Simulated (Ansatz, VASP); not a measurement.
# One calculation of W, two programs

```xyz
1
Lattice="0.0000 2.1351 1.8296 2.1351 0.0000 1.8296 2.1351 2.1351 0.0000" Properties=species:S:1:pos:R:3 pbc="T T T"
W     0.0000    0.0000    0.0000
```

Alike in both runs: task single point; functional LDA; k mesh 22 × 22 × 22; occupations gaussian, width 0.15 eV; no spin polarisation.

|  | VASP | Ansatz |
| --- | --- | --- |
| version | VASP 6.6.1 | Ansatz 0.2.0 |
| potentials or method | VASP PAW LDA potentials, release 64 (W_sv), cutoff 520 eV | scalar-relativistic, plane waves, PAW |
| valence electrons in the cell | 14 | 14 |

|  | VASP | Ansatz | Ansatz less VASP |
| --- | --- | --- | --- |
| gap on the k mesh at the Fermi level (eV) | none | none | - |
| pressure (GPa) | -17.4 | -18.8 | -1.37 |
| traceless stress, the component that is largest in VASP (GPa) | -18.62 | -18.56 | +0.061 |

Ansatz warns that its potentials were made for another functional, while VASP's fit it. LDA's correlation is that of Perdew and Zunger in VASP and of Perdew and Wang (1992) in Ansatz. A gap of «none» marks a metal or a gap that the smearing closes.

Neither program's run includes spin-orbit coupling.
